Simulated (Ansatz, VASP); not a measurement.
## Pd: VASP beside Ansatz

The input POSCAR:

```
Pd
1.0
    0.0000000000      1.9567730079      1.9567730079
    1.9567730079      0.0000000000      1.9567730079
    1.9567730079      1.9567730079      0.0000000000
Pd
1
Direct
    0.0000000000      0.0000000000      0.0000000000
```

INCAR.step1

```
SYSTEM = Pd
PREC = Accurate
ENCUT = 520
ISMEAR = -1
SIGMA = 0.6
LREAL = .FALSE.
LASPH = .TRUE.
NELM = 150
ISPIN = 2
MAGMOM = 0.436
LMAXMIX = 4
NBANDS = 15
GGA = PE
ALGO = Normal
EDIFF = 1E-4
LWAVE = .TRUE.
LCHARG = .FALSE.
```

Contents of INCAR.step2:

```
SYSTEM = Pd
PREC = Accurate
ENCUT = 520
EDIFF = 1E-6
ISMEAR = -1
SIGMA = 0.6
LREAL = .FALSE.
LASPH = .TRUE.
NELM = 150
ALGO = Normal
ISIF = 2
LWAVE = .FALSE.
LCHARG = .FALSE.
ISPIN = 2
MAGMOM = 0.436
LORBIT = 11
LMAXMIX = 4
METAGGA = R2SCAN
LMIXTAU = .TRUE.
NBANDS = 15
ISTART = 1
```

Contents of KPOINTS:

```
regular mesh
0
G
  14 14 14
  0 0 0
```

Input for Ansatz:

```yaml
crystal:
  lattice:
    - [0.0, 1.9567730079, 1.9567730079]
    - [1.9567730079, 0.0, 1.9567730079]
    - [1.9567730079, 1.9567730079, 0.0]
  atoms:
    - { symbol: Pd, position: [0.0, 0.0, 0.0], spin: 0.436 }
hamiltonian:
  xc: r2scan
  pseudopotentials:
    kind: paw
    azcp:
      Pd: "pseudopotentials/Pd.paw.azcp"
basis:
  ecutwfc: 500
  fft_grid_basis: typed
kpoints:
  mp_grid: { grid: [14, 14, 14], shift: [0, 0, 0] }
magnetization:
  spin_polarized: true
scf:
  occupations: { method: fermi_dirac, width: 0.6 }
  lower_state_search: "off"
output:
  stress: true
```

Alike in both runs: task single point; functional r2SCAN; k mesh 14 × 14 × 14; occupations fermi-dirac, width 0.6 eV; collinear spin.

|  | VASP | Ansatz |
| --- | --- | --- |
| version | VASP 6.6.1 | Ansatz 0.2.0 |
| potentials or method | VASP PAW PBE potentials, release 64 (Pd), cutoff 520 eV | plane waves (500 eV) with PAW, scalar-relativistic |
| valence electrons in the cell | 10 | 18 |

|  | VASP | Ansatz | Ansatz less VASP |
| --- | --- | --- | --- |
| pressure (GPa) | 5.4 | 4.7 | -0.65 |
| net moment per atom (μB) | 0.00 | 0.00 | 0.000 |

VASP's potentials were made for PBE, not for r2SCAN. VASP's potentials hold 10 valence electrons a cell and Ansatz's 18, so a difference there can come from the potentials and not from the codes. Ansatz's warnings: seeded moment not kept, stability check not made.
